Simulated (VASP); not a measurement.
Input of a VASP 6.6.1 run:

File INCAR:

```
PREC = Accurate
ENCUT = 600
EDIFF = 1E-6
ISMEAR = -1
SIGMA = 0.08
LREAL = F
LASPH = T
NELM = 60
ALGO = Normal
ISIF = 3
LWAVE = F
LCHARG = F
GGA = PE
IBRION = 2
NSW = 60
EDIFFG = -0.005
PSTRESS = 57.0
```

File KPOINTS:

```
Automatic mesh
0
Gamma
  11 11 11
```

The input POSCAR:

```
Mg
1.0
    0.0000000000      2.8950342706      2.8950342706
    2.8950342706      0.0000000000      2.8950342706
    2.8950342706      2.8950342706      0.0000000000
Mg
2
Direct
   -0.1250000000     -0.1250000000     -0.1250000000
    0.1250000000      0.1250000000      0.1250000000
```

Potentials or basis: VASP PAW PBE potentials, release 64 (Mg).

Launch:

```bash
$ cat potpaw_PBE.64/Mg/POTCAR > POTCAR
$ mpirun -np 1 vasp_std > vasp.out
```

Task: Estimate the relaxed cell.

Result: a = 4.401 Å, b = 4.401 Å, c = 4.401 Å, α = 60.00°, β = 60.00°, γ = 60.00°.

Task: What does it give for the space group after relaxing (to 0.1 Å)?

Result: Fd-3m (No. 227).

Final structure:
```yaml
crystal:
  lattice:
    - [0.00000, 3.11180, 3.11180]
    - [3.11180, 0.00000, 3.11180]
    - [3.11180, 3.11180, 0.00000]
  atoms:
    - { symbol: Mg, position: [0.87500, 0.87500, 0.87500] }
    - { symbol: Mg, position: [0.12500, 0.12500, 0.12500] }
```
